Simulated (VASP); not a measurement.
A run of VASP 6.6.1:

Contents of INCAR:

```
SYSTEM = LiSb3
  PREC = Accurate
  ENCUT = 520
  EDIFF = 1E-7
  ISMEAR = -1
  SIGMA = 0.05
  LREAL = .False.
  LASPH = .True.
  NELM = 80
  ALGO = Normal
  ISIF = 2
  LWAVE = .False.
  LCHARG = .True.
  GGA = PE
  LELF = .True.
  LVHAR = .True.
  NBANDS = 17
```

Contents of KPOINTS:

```
Automatic mesh
0
Gamma
  6 6 6
  0 0 0
```

POSCAR

```
LiSb3
1.0
    4.7426204456      0.0000000000      0.0000000000
    0.0000000000      4.7426204456      0.0000000000
    0.0000000000      0.0000000000      4.7426204456
Sb Li
3 1
Direct
    0.5000000000      0.5000000000      0.0000000000
    0.0000000000      0.5000000000      0.5000000000
    0.5000000000      0.0000000000      0.5000000000
    0.0000000000      0.0000000000      0.0000000000
```

Potentials or basis: VASP PAW PBE potentials, release 64 (Sb, Li_sv).

Run with:

```sh
$ cat potpaw_PBE.64/Sb/POTCAR potpaw_PBE.64/Li_sv/POTCAR > POTCAR
$ mpirun -np 1 vasp_std > vasp.out
```

Hardware: 1 thread of Intel(R) Xeon(R) Platinum 8488C (Sapphire Rapids), on a shared host.

Problem. Estimate the wall time of this run.

Solution. Wall time 16 s on 1 thread of Intel(R) Xeon(R) Platinum 8488C (Sapphire Rapids) (shared host), peak memory 0.21 GiB. Counts: scf iterations 12, k points 20.
